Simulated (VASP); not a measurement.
# VMo (Cmmm) in VASP: notebook

The runs below take VMo through single point, with LDA.

Everything below comes from runs of VASP 6.6.1. Logs are shortened: lines on timing, memory, paths and dates and some standing lists are left out, and cuts for length are marked.

### 1 The cell of the first run

It takes space group Cmmm (No. 65, orthorhombic). The conventional cell has a = 3.075 Å, b = 4.448 Å, c = 4.229 Å, α = 90.00°, β = 90.00°, γ = 90.00°. V (site symmetry mmm) has 8 Mo at 2.61 to 3.07 Å and 6 V at 2.70 to 3.07 Å within 3.4 Å. Mo (site symmetry mmm) has 8 V at 2.61 to 3.07 Å and 6 Mo at 2.70 to 3.07 Å within 3.4 Å.

### 2 Single point, LDA, collinear spin, ferromagnetic start

INCAR reads:

```
SYSTEM = VMo
ALGO = Normal
EDIFF = 1E-7
ENCUT = 520
GGA = CA
ISIF = 2
ISMEAR = -1
ISPIN = 2
LASPH = .TRUE.
LCHARG = .FALSE.
LMAXMIX = 4
LORBIT = 11
LREAL = .FALSE.
LWAVE = .FALSE.
MAGMOM = 0.8 0.8
NBANDS = 24
NELM = 150
NUPDOWN = 1.6
PREC = Accurate
SIGMA = 0.05
```

KPOINTS reads:

```
k-points
0
G
  11 11 7
  0 0 0
```

POSCAR reads:

```
VMo
1.0
    1.5372777900     -2.2240280561      0.0000000000
    1.5372777900      2.2240280561      0.0000000000
    0.0000000000      0.0000000000      4.2290126323
V Mo
1 1
Direct
    0.5000000000      0.5000000000      0.5000000000
    0.0000000000      0.0000000000      0.0000000000
```

Potentials or basis: VASP PAW LDA potentials, release 64 (V_sv, Mo_sv).

On the command line:

```bash
$ cat potpaw_LDA.64/V_sv/POTCAR potpaw_LDA.64/Mo_sv/POTCAR > POTCAR
$ mpirun -np 1 vasp_std > vasp.out
```

OUTCAR:

```text
SYSTEM = VMo
   EDIFF = 1E-7
   ENCUT = 520
   GGA = CA
   ISIF = 2
   ISMEAR = -1
   ISPIN = 2
   LASPH = .TRUE.
   LORBIT = 11
   LREAL = .FALSE.
   NELM = 150
   NUPDOWN = 1.6
   PREC = Accurate

 ion  position               nearest neighbor table
   1  0.500  0.500  0.500-   2 2.61   2 2.61   2 2.61   2 2.61   2 3.07   2 3.07   2 3.07   2 3.07

   2  0.000  0.000  0.000-   1 2.61   1 2.61   1 2.61   1 2.61   1 3.07   1 3.07   1 3.07   1 3.07

  LATTYP: Found a base centered orthorhombic cell.
 ALAT       =     3.0745555800
 B/A-ratio  =     1.4467314044
 C/A-ratio  =     1.3754874558

  Lattice vectors:

 A1 = (   1.5372777900,  -2.2240280561,   0.0000000000)
 A2 = (   1.5372777900,   2.2240280561,   0.0000000000)
 A3 = (   0.0000000000,   0.0000000000,   4.2290126323)

Analysis of symmetry for initial positions (statically):
=====================================================================
 Subroutine PRICEL returns:
 Original cell was already a primitive cell.

 Routine SETGRP: Setting up the symmetry group for a
 base centered orthorhombic supercell.

 Subroutine GETGRP returns: Found  8 space group operations
 (whereof  8 operations were pure point group operations)
 out of a pool of  8 trial point group operations.

The static configuration has the point symmetry D_2h.

Analysis of symmetry for dynamics (positions and initial velocities):
=====================================================================
 Subroutine PRICEL returns:
 Original cell was already a primitive cell.

 Routine SETGRP: Setting up the symmetry group for a
 base centered orthorhombic supercell.

 Subroutine GETGRP returns: Found  8 space group operations
 (whereof  8 operations were pure point group operations)
 out of a pool of  8 trial point group operations.

The dynamic configuration has the point symmetry D_2h.

Analysis of structural, dynamic, and magnetic symmetry:
=====================================================================
 Subroutine PRICEL returns:
 Original cell was already a primitive cell.

 Routine SETGRP: Setting up the symmetry group for a
 base centered orthorhombic supercell.

 Subroutine GETGRP returns: Found  8 space group operations
 (whereof  8 operations were pure point group operations)
 out of a pool of  8 trial point group operations.

The overall configuration has the point symmetry D_2h.

 Subroutine INISYM returns: Found  8 space group operations
 (whereof  8 operations are pure point group operations),
 and found     1 'primitive' translations

----------------------------------------------------------------------------------------

[... 116 lines left out ...]
   LORBIT       =     11    0 simple, 1 ext, 2 COOP (PROOUT), +10 PAW based schemes
   GGA     = CA    functional components
   LHFCALC =     F    Hartree Fock is set to
   AEXX    =    0.0000 exact exchange contribution
   IVDW    =     0    specifies the selected vdW correction
   LEPSILON=     F    determine dielectric tensor
   LRPA    =     F    only Hartree local field effects (RPA)
 spin polarized calculation
  energy-cutoff  :      520.00
  volume of cell :       28.92
 maximum number of plane-waves:       794
   NGX = 11   NGY = 11   NGZ = 15

 number of electron      26.9999993 magnetization       1.5999998

 Free energy of the ion-electron system (eV)
  ---------------------------------------------------
  ext. energy  EPLUGINS =         0.00000000
  ---------------------------------------------------
  free energy    TOTEN  =       -21.70208561 eV

  energy without entropy =      -21.68437861  energy(sigma->0) =      -21.69323211

 E-fermi :  10.6536     XC(G=0): -13.4416

 val. band max:       11.8908851114   @ k =  -0.1818   0.1818   0.1429
 cond. band min:      10.6550787942   @ k =   0.2727   0.0000   0.0000
 fundamental gap:     -1.2358063173
 Fermi energy:        11.8983437274

 spin component 1

 k-point     1 :       0.0000    0.0000    0.0000
  band No.  band energies     occupation
      1     -52.4817      1.00000
      2     -49.1856      1.00000
      3     -26.8350      1.00000
      4     -26.5541      1.00000
      5     -26.4474      1.00000
      6     -23.3763      1.00000
[... 637 lines left out ...]
     23      26.5790      0.00000
     24      27.8798      0.00000

 [... further k-points ...]

 spin component 2

 k-point     1 :       0.0000    0.0000    0.0000
  band No.  band energies     occupation
      1     -51.5778      1.00000
      2     -49.0371      1.00000
      3     -26.0221      1.00000
      4     -25.6617      1.00000
      5     -25.5132      1.00000
      6     -23.1968      1.00000
[... 637 lines left out ...]
     23      27.0093      0.00000
     24      28.2619      0.00000

 [... further k-points ...]

------------------------ aborting loop because EDIFF is reached ----------------------------------------

  FORCE on cell =-STRESS in cart. coord.  units (eV):
  Direction    XX          YY          ZZ          XY          YZ          ZX
  --------------------------------------------------------------------------------------
  -------------------------------------------------------------------------------------
  Total       -0.8270366     -1.1228416     -0.7768462      0.0000000      0.0000000      0.0000000
  in kB      -45.8219676    -62.2110444    -43.0411649      0.0000000      0.0000000      0.0000000
  external PRESSURE =     -50.3580590 kB  Pullay stress =       0.0000000 kB

 VOLUME and BASIS-vectors are now :
 -----------------------------------------------------------------------------
  energy-cutoff  :      520.00
  volume of cell :       28.92
      direct lattice vectors                 reciprocal lattice vectors
     1.537277790 -2.224028056  0.000000000     0.325250259 -0.224817308  0.000000000
     1.537277790  2.224028056  0.000000000     0.325250259  0.224817308  0.000000000
     0.000000000  0.000000000  4.229012632     0.000000000  0.000000000  0.236461814

 POSITION                                       TOTAL-FORCE (eV/Angst)
 -----------------------------------------------------------------------------------
      1.53728      0.00000      2.11451         0.000000      0.000000      0.000000
      0.00000      0.00000      0.00000        -0.000000      0.000000      0.000000
 -----------------------------------------------------------------------------------
    total drift:                                0.000000      0.000000      0.000000

  FREE ENERGIE OF THE ION-ELECTRON SYSTEM (eV)
  ---------------------------------------------------
  free  energy   TOTEN  =       -21.7020856070 eV

  energy  without entropy=      -21.6843786121  energy(sigma->0) =      -21.69323211

 total charge

# of ion       s       p       d       tot
------------------------------------------
    1        2.327   6.232   3.091  11.650
    2        2.405   6.187   4.036  12.628
--------------------------------------------------
tot          4.733  12.419   7.127  24.278

 magnetization (x)

# of ion       s       p       d       tot
------------------------------------------
    1        0.017   0.055   0.979   1.050
    2        0.004   0.050   0.204   0.258
--------------------------------------------------
tot          0.020   0.105   1.183   1.309
```

OSZICAR:

```text
N       E                     dE             d eps       ncg     rms          rms(c)
DAV:   1     0.292980976059E+03    0.29298E+03   -0.14830E+04 13864   0.122E+03
DAV:   2    -0.168976815054E+02   -0.30988E+03   -0.29886E+03 14640   0.410E+02
DAV:   3    -0.239068297934E+02   -0.70091E+01   -0.69722E+01 15928   0.704E+01
DAV:   4    -0.239459133635E+02   -0.39084E-01   -0.39081E-01 15464   0.566E+00
DAV:   5    -0.239463834316E+02   -0.47007E-03   -0.47007E-03 15960   0.579E-01    0.239E+01
DAV:   6    -0.248932937802E+02   -0.94691E+00   -0.25106E+01 15432   0.369E+01    0.182E+01
DAV:   7    -0.223959403446E+02    0.24974E+01   -0.33018E+01 16016   0.292E+01    0.806E+00
DAV:   8    -0.217288101718E+02    0.66713E+00   -0.16830E+00 15840   0.914E+00    0.244E+00
DAV:   9    -0.217109922113E+02    0.17818E-01   -0.47033E-02 15672   0.147E+00    0.120E+00
DAV:  10    -0.217027013724E+02    0.82908E-02   -0.16080E-02 16152   0.789E-01    0.665E-01
DAV:  11    -0.217020720000E+02    0.62937E-03   -0.33614E-03 15048   0.579E-01    0.206E-01
DAV:  12    -0.217021152959E+02   -0.43296E-04   -0.29688E-04 15048   0.111E-01    0.988E-02
DAV:  13    -0.217020854804E+02    0.29815E-04   -0.13478E-04 15472   0.865E-02    0.171E-02
DAV:  14    -0.217020856211E+02   -0.14075E-06   -0.47438E-06 15216   0.146E-02    0.952E-03
DAV:  15    -0.217020856070E+02    0.14154E-07   -0.53934E-07 13328   0.484E-03
   1 F= -.21702086E+02 E0= -.21693232E+02  d E =-.177070E-01  mag=     1.6000
```

Wall time 71 s (1 thread of AMD EPYC 9R45 (Zen 5), shared host); peak memory 0.22 GiB.

Results:

```
Free energy                                           : -21.7021 eV
Pressure                                              : -5.0 GPa
Net moment                                            : 1.60 μB per cell
Site moments                                          : V +1.05; Mo +0.26 μB
Valence electrons inside the program's atomic spheres : V 11.65; Mo 12.63
```

Caveat: the cell stands under tension; the total moment is fixed, so each spin has its own Fermi level and the state may be an excited one.

### 3 Single point, LDA, collinear spin, ferromagnetic start

INCAR reads:

```
ALGO = Normal
EDIFF = 1E-6
ENCUT = 520
GGA = CA
ISIF = 2
ISMEAR = -1
ISPIN = 2
LASPH = True
LCHARG = False
LMAXMIX = 4
LORBIT = 11
LREAL = False
LWAVE = False
MAGMOM = 1.2 1.2
NBANDS = 24
NELM = 150
NUPDOWN = 2.4
PREC = Accurate
SIGMA = 0.05
```

KPOINTS reads:

```
k-points
0
Gamma
  11 11 7
```

POSCAR is that of step 2.

Potentials or basis: VASP PAW LDA potentials, release 64 (V_sv, Mo_sv).

On the command line:

```bash
$ cat potpaw_LDA.64/V_sv/POTCAR potpaw_LDA.64/Mo_sv/POTCAR > POTCAR
$ mpirun -np 1 vasp_std > vasp.out
```

OUTCAR:

```text
EDIFF = 1E-6
   ENCUT = 520
   GGA = CA
   ISIF = 2
   ISMEAR = -1
   ISPIN = 2
   LASPH = True
   LORBIT = 11
   LREAL = False
   NELM = 150
   NUPDOWN = 2.4
   PREC = Accurate

 ion  position               nearest neighbor table
   1  0.500  0.500  0.500-   2 2.61   2 2.61   2 2.61   2 2.61   2 3.07   2 3.07   2 3.07   2 3.07

   2  0.000  0.000  0.000-   1 2.61   1 2.61   1 2.61   1 2.61   1 3.07   1 3.07   1 3.07   1 3.07

  LATTYP: Found a base centered orthorhombic cell.
 ALAT       =     3.0745555800
 B/A-ratio  =     1.4467314044
 C/A-ratio  =     1.3754874558

  Lattice vectors:

 A1 = (   1.5372777900,  -2.2240280561,   0.0000000000)
 A2 = (   1.5372777900,   2.2240280561,   0.0000000000)
 A3 = (   0.0000000000,   0.0000000000,   4.2290126323)

Analysis of symmetry for initial positions (statically):
=====================================================================
 Subroutine PRICEL returns:
 Original cell was already a primitive cell.

 Routine SETGRP: Setting up the symmetry group for a
[... 848 lines left out ...]
      5     -25.1126      1.00000
      6     -23.0740      1.00000
[... 637 lines left out ...]
     23      27.1407      0.00000
     24      28.3865      0.00000

 [... further k-points ...]

------------------------ aborting loop because EDIFF is reached ----------------------------------------

  FORCE on cell =-STRESS in cart. coord.  units (eV):
  Direction    XX          YY          ZZ          XY          YZ          ZX
  --------------------------------------------------------------------------------------
  -------------------------------------------------------------------------------------
  Total        0.1077050     -0.6339580      0.6422676      0.0000000      0.0000000      0.0000000
  in kB        5.9673950    -35.1244441     35.5848372      0.0000000      0.0000000      0.0000000
  external PRESSURE =       2.1425960 kB  Pullay stress =       0.0000000 kB

 VOLUME and BASIS-vectors are now :
 -----------------------------------------------------------------------------
  energy-cutoff  :      520.00
  volume of cell :       28.92
      direct lattice vectors                 reciprocal lattice vectors
     1.537277790 -2.224028056  0.000000000     0.325250259 -0.224817308  0.000000000
     1.537277790  2.224028056  0.000000000     0.325250259  0.224817308  0.000000000
     0.000000000  0.000000000  4.229012632     0.000000000  0.000000000  0.236461814

 POSITION                                       TOTAL-FORCE (eV/Angst)
 -----------------------------------------------------------------------------------
      1.53728      0.00000      2.11451        -0.000000     -0.000000      0.000000
      0.00000      0.00000      0.00000         0.000000      0.000000      0.000000
 -----------------------------------------------------------------------------------
    total drift:                                0.000000      0.000000      0.000000

  FREE ENERGIE OF THE ION-ELECTRON SYSTEM (eV)
  ---------------------------------------------------
  free  energy   TOTEN  =       -21.1140710531 eV

  energy  without entropy=      -21.0917846628  energy(sigma->0) =      -21.10292786

 total charge

# of ion       s       p       d       tot
------------------------------------------
    1        2.327   6.229   3.108  11.664
    2        2.405   6.181   4.049  12.636
--------------------------------------------------
tot          4.732  12.411   7.157  24.301

 magnetization (x)

# of ion       s       p       d       tot
------------------------------------------
    1        0.022   0.073   1.418   1.513
    2        0.009   0.068   0.396   0.472
--------------------------------------------------
tot          0.031   0.140   1.814   1.985
```

stdout:

```text
POSCAR found type information on POSCAR V Mo
 POSCAR found :  2 types and       2 ions
 scaLAPACK will be used
 LDA part: xc-table for (Slater(with rela. corr.)+CA(PZ))
 , standard interpolation
 POSCAR, INCAR and KPOINTS ok, starting setup
 FFT: planning ... GRIDC
 FFT: planning ... GRID_SOFT
 FFT: planning ... GRID
 WAVECAR not read
 entering main loop
```

Wall time 69 s (1 thread of AMD EPYC 9R45 (Zen 5), shared host); peak memory 0.22 GiB.

What came out:

| Item | Value |
| --- | --- |
| Free energy | -21.1141 eV |
| Pressure | 0.2 GPa |
| Net moment | 2.40 μB per cell |
| Site moments | V +1.51; Mo +0.47 μB |
| Valence electrons inside the program's atomic spheres | V 11.66; Mo 12.64 |

Stress tensor (GPa, compression positive):
```
 0.60  0.00  0.00
 0.00 -3.51  0.00
 0.00  0.00  3.56
```

Caveat: the stress differs along the axes, from -4 to 4 GPa; the total moment is fixed, so each spin has its own Fermi level and the state may be an excited one.

### 4 Single point, LDA, collinear spin, ferromagnetic start

INCAR reads:

```
  ALGO = Normal
  EDIFF = 1E-6
  ENCUT = 520
  ISIF = 2
  ISMEAR = -1
  ISPIN = 2
  LASPH = True
  LCHARG = False
  LMAXMIX = 4
  LORBIT = 11
  LREAL = False
  LWAVE = False
  MAGMOM = 1.2 1.2
  NBANDS = 24
  NELM = 150
  NUPDOWN = 2.4
  PREC = Accurate
  SIGMA = 0.05
```

KPOINTS is that of step 3.

POSCAR is that of step 3.

On the command line:

```bash
$ cat potpaw_LDA.64/V_sv/POTCAR potpaw_LDA.64/Mo_sv/POTCAR > POTCAR
$ mpirun -np 1 vasp_std > vasp.out
```

It took 69 s on 1 thread of AMD EPYC 9R45 (Zen 5), shared host; peak memory 0.22 GiB.

It converged, with:

```yaml
Free_energy: -21.1141 eV
Pressure: 0.2 GPa
Net_moment: 2.40 μB per cell
Site_moments: V +1.51; Mo +0.47 μB
Valence_electrons_inside_the_program's_atomic_spheres: V 11.66; Mo 12.64
```

Stress tensor (GPa, compression positive):
```
 0.60  0.00  0.00
 0.00 -3.51  0.00
 0.00  0.00  3.56
```

Caveat: the stress differs along the axes, from -4 to 4 GPa; the total moment is fixed, so each spin has its own Fermi level and the state may be an excited one.
